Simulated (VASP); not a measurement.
Runs of VASP 6.6.1 on MgB2. The structure is that of space group P6/mmm (No. 191), or close to it. The cells are those of the table. 

```csv
level,cell,gap on the mesh (eV),pressure (GPa)
r2SCAN,"a = 3.045, b = 3.045, c = 3.419 Å, angles 90.0, 90.0, 120.0°, 3 atoms",none,6.7
r2SCAN+rVV10,"a = 3.107, b = 3.107, c = 3.549 Å, angles 90.0, 90.0, 120.0°, 3 atoms",none,(b)
r2SCAN+rVV10,"a = 3.090, b = 3.090, c = 3.512 Å, angles 90.0, 90.0, 120.0°, 3 atoms",none,(a)
r2SCAN,"a = 3.062, b = 3.062, c = 3.452 Å, angles 90.0, 90.0, 120.0°, 3 atoms",none,3.3
r2SCAN+rVV10,"a = 3.044, b = 3.044, c = 3.413 Å, angles 90.0, 90.0, 120.0°, 3 atoms",none,6.7
r2SCAN+rVV10,"a = 3.094, b = 3.094, c = 3.511 Å, angles 90.0, 90.0, 120.0°, 3 atoms",none,-2.9
r2SCAN+rVV10,"a = 3.078, b = 3.078, c = 3.477 Å, angles 90.0, 90.0, 120.0°, 3 atoms",none,0.0
r2SCAN,"a = 3.090, b = 3.090, c = 3.512 Å, angles 90.0, 90.0, 120.0°, 3 atoms",none,-2.1
```

Alike in all rows: task single point; potentials or basis VASP PAW PBE potentials, release 64 (Mg_sv, B); no spin polarisation; k mesh 8 × 8 × 6; cutoff (eV) 920; smearing gaussian 0.05 eV.

**Question.** Fill in the values left out.

**Answer.** (a) -2.5; (b) -5.4.

Caveats: the PAW data sets were made with another functional, which shifts forces and pressure a little; the cell stands under pressure (at least some runs); the cell stands under tension (at least some runs).

A gap of «none» marks levels without a gap at the run's occupations.
